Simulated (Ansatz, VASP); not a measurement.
HfO2: VASP beside Ansatz

Contents of POSCAR:

```
HfO2
1.0
    4.8135330000      0.0000000000      0.0000000000
    0.0000000000      4.8135330000      0.0000000000
    0.0000000000      0.0000000000      3.2054150000
Hf O
2 4
Direct
    0.0000000000      0.0000000000      0.0000000000
    0.5000000000      0.5000000000      0.5000000000
    0.1949550000      0.8050450000      0.5000000000
    0.3050450000      0.3050450000      0.0000000000
    0.6949550000      0.6949550000      0.0000000000
    0.8050450000      0.1949550000      0.5000000000
```

The input INCAR.step1:

```
SYSTEM = HfO2
PREC = Accurate
ENCUT = 520
ISMEAR = 0
SIGMA = 0.01
LREAL = .FALSE.
LASPH = .TRUE.
NELM = 60
NBANDS = 31
GGA = PE
ALGO = Normal
EDIFF = 1E-4
LWAVE = .TRUE.
LCHARG = .FALSE.
```

File INCAR.step2:

```
SYSTEM = HfO2
PREC = Accurate
ENCUT = 520
EDIFF = 1E-7
ISMEAR = 0
SIGMA = 0.01
LREAL = .FALSE.
LASPH = .TRUE.
NELM = 60
ALGO = Normal
ISIF = 2
LWAVE = .FALSE.
LCHARG = .FALSE.
METAGGA = R2SCAN
LMIXTAU = .TRUE.
NBANDS = 31
ISTART = 1
```

File KPOINTS:

```
regular mesh
0
G
  2 2 2
  0 0 0
```

Input for Ansatz:

```yaml
crystal:
  lattice:
    - [4.813533, 0.0, 0.0]
    - [0.0, 4.813533, 0.0]
    - [0.0, 0.0, 3.205415]
  atoms:
    - { symbol: Hf, position: [0.0, 0.0, 0.0] }
    - { symbol: Hf, position: [0.5, 0.5, 0.49999999999999994] }
    - { symbol: O, position: [0.194955, 0.805045, 0.49999999999999994] }
    - { symbol: O, position: [0.305045, 0.305045, 0.0] }
    - { symbol: O, position: [0.694955, 0.694955, 0.0] }
    - { symbol: O, position: [0.805045, 0.194955, 0.49999999999999994] }
kpoints:
  mp_grid:
    grid: [2, 2, 2]
hamiltonian:
  xc: r2scan
  pseudopotentials:
    kind: paw
scf:
  occupations:
    method: fixed
output:
  forces: true
  stress: true
```

Alike in both runs: task single point; functional r2SCAN; k mesh 2 × 2 × 2; no spin polarisation.

|  | VASP | Ansatz |
| --- | --- | --- |
| version | VASP 6.6.1 | Ansatz 0.2.0 |
| potentials or method | VASP PAW PBE potentials, release 64 (Hf_pv, O) | plane waves, PAW |
| plane-wave cutoff (eV) | 520 | 500 |
| occupations | gaussian, width 0.01 eV | fixed |
| valence electrons in the cell | 44 | 76 |

```tsv
	VASP	Ansatz	Ansatz less VASP
pressure (GPa)	1.3	4.6	+3.32
traceless stress, the component that is largest in VASP (GPa)	0.18	0.83	+0.649
rms of the force components (eV/Å)	0.108	0.133	+0.0252
```

VASP's potentials were made for PBE, not for r2SCAN. Atom by atom the forces differ by 0.025 eV/Å (rms over components). VASP's potentials hold 44 valence electrons a cell and Ansatz's 76, so a difference there can come from the potentials and not from the codes.

The k mesh is coarse, so the values compare programs but aren't converged. Neither program's run includes spin-orbit coupling.
